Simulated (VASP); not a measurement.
# Ru in VASP: notebook, part 2 of 2

VASP 6.6.1.

### 3 Electric field gradients, PBEsol (equal xx and yy strain of -3 %)

INCAR

```
SYSTEM = Ru
PREC = Accurate
ENCUT = 520
EDIFF = 1E-8
ISMEAR = -1
SIGMA = 0.03
LREAL = .FALSE.
LASPH = .TRUE.
NELM = 60
ALGO = Normal
ISIF = 2
LWAVE = .FALSE.
LCHARG = .FALSE.
GGA = PS
LEFG = .TRUE.
NBANDS = 21
```

KPOINTS

```
Automatic mesh
0
G
  14 14 8
  0 0 0
```

POSCAR

```
Ru
1.0
    2.6246253542      0.0000000000      0.0000000000
   -1.3123126771      2.2729922322      0.0000000000
    0.0000000000      0.0000000000      4.2819000000
Ru
2
Direct
    0.3333333333      0.6666666667      0.2500000000
    0.6666666667      0.3333333333      0.7500000000
```

Potentials or basis: VASP PAW PBE potentials, release 64 (Ru_pv).

Launch:

```
$ cat potpaw_PBE.64/Ru_pv/POTCAR > POTCAR
$ mpirun -np 1 vasp_std > vasp.out
```

OUTCAR:

```text
SYSTEM = Ru
   PREC = Accurate
   ENCUT = 520
   EDIFF = 1E-8
   ISMEAR = -1
   LREAL = .FALSE.
   LASPH = .TRUE.
   NELM = 60
   ISIF = 2
   GGA = PS

 ion  position               nearest neighbor table
   1  0.333  0.667  0.250-   2 2.62   2 2.62   2 2.62   2 2.62   2 2.62   2 2.62
   2  0.667  0.333  0.750-   1 2.62   1 2.62   1 2.62   1 2.62   1 2.62   1 2.62

  LATTYP: Found a hexagonal cell.
 ALAT       =     2.6246253542
 C/A-ratio  =     1.6314328417

  Lattice vectors:

 A1 = (   2.6246253542,   0.0000000000,   0.0000000000)
 A2 = (  -1.3123126771,   2.2729922322,   0.0000000000)
 A3 = (   0.0000000000,   0.0000000000,   4.2819000000)

Analysis of symmetry for initial positions (statically):
=====================================================================
 Subroutine PRICEL returns:
 Original cell was already a primitive cell.

 Routine SETGRP: Setting up the symmetry group for a
 hexagonal supercell.

 Subroutine GETGRP returns: Found 24 space group operations
 (whereof 12 operations were pure point group operations)
 out of a pool of 24 trial point group operations.

The static configuration has the point symmetry D_3d.
 The point group associated with its full space group is D_6h.

Analysis of symmetry for dynamics (positions and initial velocities):
=====================================================================
 Subroutine PRICEL returns:
 Original cell was already a primitive cell.

 Routine SETGRP: Setting up the symmetry group for a
 hexagonal supercell.

 Subroutine GETGRP returns: Found 24 space group operations
 (whereof 12 operations were pure point group operations)
[... 157 lines left out ...]

 k-point     1 :       0.0000    0.0000    0.0000
  band No.  band energies     occupation
      1     -29.9560      2.00000
      2     -28.8054      2.00000
      3     -28.8054      2.00000
      4     -28.6405      2.00000
      5     -28.6300      2.00000
      6     -28.6300      2.00000
[... 565 lines left out ...]
     20      24.0679      0.00000
     21      24.0692      0.00000

 [... further k-points ...]

------------------------ aborting loop because EDIFF is reached ----------------------------------------

  FORCE on cell =-STRESS in cart. coord.  units (eV):
  Direction    XX          YY          ZZ          XY          YZ          ZX
  --------------------------------------------------------------------------------------
  -------------------------------------------------------------------------------------
  Total        3.5797532      3.5797532      0.5859022      0.0000000      0.0000000      0.0000000
  in kB      224.5235381    224.5235381     36.7480204      0.0000000      0.0000000      0.0000000
  external PRESSURE =     161.9316989 kB  Pullay stress =       0.0000000 kB

 VOLUME and BASIS-vectors are now :
 -----------------------------------------------------------------------------
  energy-cutoff  :      520.00
  volume of cell :       25.54
      direct lattice vectors                 reciprocal lattice vectors
     2.624625354  0.000000000  0.000000000     0.381006759  0.219974355  0.000000000
    -1.312312677  2.272992232  0.000000000     0.000000000  0.439948710  0.000000000
     0.000000000  0.000000000  4.281900000     0.000000000  0.000000000  0.233541185

 POSITION                                       TOTAL-FORCE (eV/Angst)
 -----------------------------------------------------------------------------------
     -0.00000      1.51533      1.07048        -0.000000     -0.000000      0.000000
      1.31231      0.75766      3.21143         0.000000      0.000000      0.000000
 -----------------------------------------------------------------------------------
    total drift:                                0.000000     -0.000000      0.000000

  FREE ENERGIE OF THE ION-ELECTRON SYSTEM (eV)
  ---------------------------------------------------
  free  energy   TOTEN  =       -20.2528443041 eV

  energy  without entropy=      -20.2457524069  energy(sigma->0) =      -20.24929836

 Electric field gradients (V/A^2)
---------------------------------------------------------------------
 ion       V_xx      V_yy      V_zz      V_xy      V_xz      V_yz
---------------------------------------------------------------------
   1       1.160     1.159    -2.319    -0.001     0.000    -0.000
   2       1.160     1.159    -2.319    -0.001    -0.000     0.000
---------------------------------------------------------------------

 Electric field gradients after diagonalization (V/A^2)
 (convention: |V_zz| > |V_xx| > |V_yy|)
----------------------------------------------------------------------
 ion       V_xx      V_yy      V_zz     asymmetry (V_yy - V_xx)/ V_zz
----------------------------------------------------------------------
   1       1.161     1.158    -2.319       0.001
   2       1.161     1.158    -2.319       0.001
----------------------------------------------------------------------

           NMR quadrupolar parameters

 Cq : quadrupolar parameter    Cq=e*Q*V_zz/h
 eta: asymmetry parameters     (V_yy - V_xx)/ V_zz
 Q  : nuclear electric quadrupole moment in mb (millibarn)
----------------------------------------------------------------------
 ion       Cq(MHz)       eta       Q (mb)
----------------------------------------------------------------------
   1      -0.006       0.001       1.000
   2      -0.006       0.001       1.000
----------------------------------------------------------------------
```

OSZICAR:

```text
N       E                     dE             d eps       ncg     rms          rms(c)
DAV:   1     0.289388142270E+03    0.28939E+03   -0.17563E+04  5048   0.150E+03
DAV:   2    -0.157937633626E+02   -0.30518E+03   -0.29573E+03  5165   0.449E+02
DAV:   3    -0.217366176230E+02   -0.59429E+01   -0.59106E+01  5975   0.704E+01
DAV:   4    -0.217791610097E+02   -0.42543E-01   -0.42471E-01  6201   0.572E+00
DAV:   5    -0.217796752950E+02   -0.51429E-03   -0.51133E-03  5727   0.576E-01    0.223E+01
DAV:   6    -0.203670350848E+02    0.14126E+01   -0.30262E+00  5900   0.170E+01    0.645E+00
DAV:   7    -0.202645203518E+02    0.10251E+00   -0.62226E-01  5715   0.580E+00    0.107E+00
DAV:   8    -0.202542176798E+02    0.10303E-01   -0.15411E-02  5510   0.129E+00    0.527E-01
DAV:   9    -0.202528292723E+02    0.13884E-02   -0.12609E-03  5840   0.389E-01    0.316E-02
DAV:  10    -0.202528450109E+02   -0.15739E-04   -0.43761E-05  5645   0.698E-02    0.156E-02
DAV:  11    -0.202528443816E+02    0.62929E-06   -0.38248E-06  5645   0.194E-02    0.145E-03
DAV:  12    -0.202528442959E+02    0.85694E-07   -0.28082E-07  5745   0.472E-03    0.150E-03
DAV:  13    -0.202528443041E+02   -0.82359E-08   -0.13942E-08  3470   0.122E-03
   1 F= -.20252844E+02 E0= -.20249298E+02  d E =-.709190E-02
```

Run time: 76 s. Hardware: 1 thread of AMD EPYC 7R13, shared host; peak memory 0.14 GiB.

What came out:

```yaml
Free_energy: -20.2528 eV
Pressure: 16.2 GPa
Band_gap_on_the_k_mesh: zero (bands 14 and 15 overlap by 3.51 eV)
Largest_electric_field_gradient_by_atom: Ru -2.3 V/Å²
```

Stress tensor (GPa, compression positive):
```
22.45  0.00  0.00
 0.00 22.45  0.00
 0.00  0.00  3.67
```

Levels at points of the mesh, in eV from the Fermi level:
```tsv
k point	band 10	band 11	band 12	band 13	band 14	band 15	band 16	band 17	band 18	band 19
(0.00, 0.00, 0.00)	-2.81	-2.81	-2.13	-2.13	-1.25	-1.25	0.97	1.33	1.33	10.20
(0.50, 0.00, 0.00)	-3.06	-2.45	-1.81	-1.80	1.83	2.02	2.22	4.50	6.67	10.23
(0.00, 0.00, 0.50)	-3.11	-2.91	-2.91	-2.91	-2.91	0.62	0.62	0.62	0.62	10.23
(0.50, 0.00, 0.50)	-5.07	-1.03	-1.03	0.50	0.50	2.06	2.06	3.66	3.66	10.22
```

Electric field gradients, principal values (V/Å²):
```tsv
atom	least	middle	greatest (by size)
1 Ru	1.158	1.161	-2.319
2 Ru	1.158	1.161	-2.319
```

Caveat: the cell differs from its parent crystal (equal xx and yy strain of -3 %); the cell stands under pressure; without QUAD_EFG the Cq values of the log hold for a quadrupole moment of 1 mb, not for the nuclei; the PAW data sets were made with another functional, which shifts forces and pressure a little.
